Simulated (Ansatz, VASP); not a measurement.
**CuI: VASP beside Ansatz**

The input POSCAR:

```
CuI
1.0
    3.6613896554      0.0000000000      0.0000000000
    0.0000000000      3.6613896554      0.0000000000
    0.0000000000      0.0000000000      3.6613896554
Cu I
1 1
Direct
    0.0000000000      0.0000000000      0.0000000000
    0.5000000000      0.5000000000      0.5000000000
```

Contents of INCAR.step1:

```
SYSTEM = CuI
PREC = Accurate
ENCUT = 520
EDIFF = 1E-5
ISMEAR = -1
SIGMA = 0.02
LREAL = .FALSE.
LASPH = .TRUE.
NELM = 60
ALGO = Normal
ISIF = 2
LWAVE = .TRUE.
LCHARG = .FALSE.
NBANDS = 16
GGA = PE
```

The input INCAR.step2:

```
SYSTEM = CuI
PREC = Accurate
ENCUT = 520
EDIFF = 1E-7
ISMEAR = -1
SIGMA = 0.02
LREAL = .FALSE.
LASPH = .TRUE.
NELM = 60
ALGO = Normal
ISIF = 2
LWAVE = .FALSE.
LCHARG = .FALSE.
GGA = PE
LHFCALC = .TRUE.
AEXX = 0.3
HFSCREEN = 0.3
PRECFOCK = Normal
NBANDS = 16
ISTART = 1
```

KPOINTS

```
regular mesh
0
G
  4 4 4
  0 0 0
```

Input for Ansatz:

```yaml
crystal:
  lattice:
    - [3.6613896554, 0.0, 0.0]
    - [0.0, 3.6613896554, 0.0]
    - [0.0, 0.0, 3.6613896554]
  atoms:
    - { symbol: Cu, position: [0.0, 0.0, 0.0] }
    - { symbol: I, position: [0.5, 0.5, 0.5] }
kpoints:
  mp_grid: { grid: [4, 4, 4] }
hamiltonian:
  xc: { exchange: pbe, correlation: pbe, exx: { coeff: 0.3, omega: 0.3 } }
scf:
  occupations: { method: fermi_dirac, width: 0.02 }
  n_extra_bands: 4
output:
  forces: true
  stress: true
  eigenvalues: true
```

Alike in both runs: task single point; functional PBE-based screened hybrid; k mesh 4 × 4 × 4; occupations fermi-dirac, width 0.02 eV; no spin polarisation.

```csv
,VASP,Ansatz
version,VASP 6.6.1,Ansatz 0.2.0
potentials or method,"VASP PAW PBE potentials, release 64 (Cu, I)",plane waves
plane-wave cutoff (eV),520,420
valence electrons in the cell,18,36
```

Ansatz gave:

```
pressure (GPa) : 2.2
```

**Question.** Estimate VASP's values.

**Answer.** Pressure (GPa): 1.9.

VASP's potentials were made for PBE, not for PBE-based screened hybrid. The functional is the same, so the differences come from potentials, cutoffs and numerics. VASP's potentials hold 18 valence electrons a cell and Ansatz's 36, so a difference there can come from the potentials and not from the codes. Ansatz's warnings: stress exchange threshold loose, stress scf threshold loose.

The k mesh is coarse, so the values compare programs but aren't converged. Spin-orbit coupling is off throughout.
